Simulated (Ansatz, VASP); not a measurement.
# CsSnBr3 in VASP and in Ansatz

INCAR

```
SYSTEM = CsSnBr3
PREC = Accurate ; ENCUT = 500
EDIFF = 1E-6 ; ISMEAR = 0
SIGMA = 0.05 ; LREAL = .FALSE.
LASPH = .TRUE. ; NELM = 120
ALGO = Normal ; ISIF = 2
LWAVE = .FALSE. ; LCHARG = .TRUE.
GGA = PS ; LELF = .TRUE.
LVHAR = .TRUE. ; NBANDS = 30
GGA_COMPAT = .FALSE.
```

File KPOINTS:

```
regular mesh
0
G
  4 4 4
  0 0 0
```

POSCAR

```
CsSnBr3
1.0
    5.8977590380      0.0000000000      0.0000000000
    0.0000000000      5.8977590380      0.0000000000
    0.0000000000      0.0000000000      5.8977590380
Cs Sn Br
1 1 3
Direct
    0.0000000000      0.0000000000      0.0000000000
    0.5000000000      0.5000000000      0.5000000000
    0.5000000000      0.5000000000      0.0000000000
    0.5000000000      0.0000000000      0.5000000000
    0.0000000000      0.5000000000      0.5000000000
```

Input for Ansatz:

```yaml
crystal:
  lattice:
    - [5.897759038, 0.0, 0.0]
    - [0.0, 5.897759038, 0.0]
    - [0.0, 0.0, 5.897759038]
  atoms:
    - { symbol: Cs, position: [0.0, 0.0, 0.0] }
    - { symbol: Sn, position: [0.5, 0.5, 0.5] }
    - { symbol: Br, position: [0.5, 0.5, 0.0] }
    - { symbol: Br, position: [0.5, 0.0, 0.5] }
    - { symbol: Br, position: [0.0, 0.5, 0.5] }
basis:
  ecutwfc: 420
kpoints:
  mp_grid: { grid: [4, 4, 4] }
hamiltonian:
  xc: pbesol
scf:
  occupations: { method: gaussian, width: 0.05 }
output:
  forces: true
  stress: true
  eigenvalues: true
```

Alike in both runs: task single point; functional PBEsol; k mesh 4 × 4 × 4; occupations gaussian, width 0.05 eV; no spin polarisation.

```csv
,VASP,Ansatz
version,VASP 6.6.1,Ansatz 0.2.0
potentials or method,"VASP PAW PBE potentials, release 64 (Cs_sv, Sn_d, Br), cutoff 500 eV","scalar-relativistic, plane waves, PAW"
valence electrons in the cell,44,44
```

```tsv
	VASP	Ansatz	Ansatz less VASP
gap on the k mesh at the Fermi level (eV)	0.56	0.57	+0.004
least direct gap on the mesh (eV)	0.56	0.57	+0.004
pressure (GPa)	-1.2	-1.2	0.00
```

VASP's potentials were made for PBE, not for PBEsol. With one functional, cell and mesh, what is left measures potentials, basis and numerics.

Neither program's run includes spin-orbit coupling.
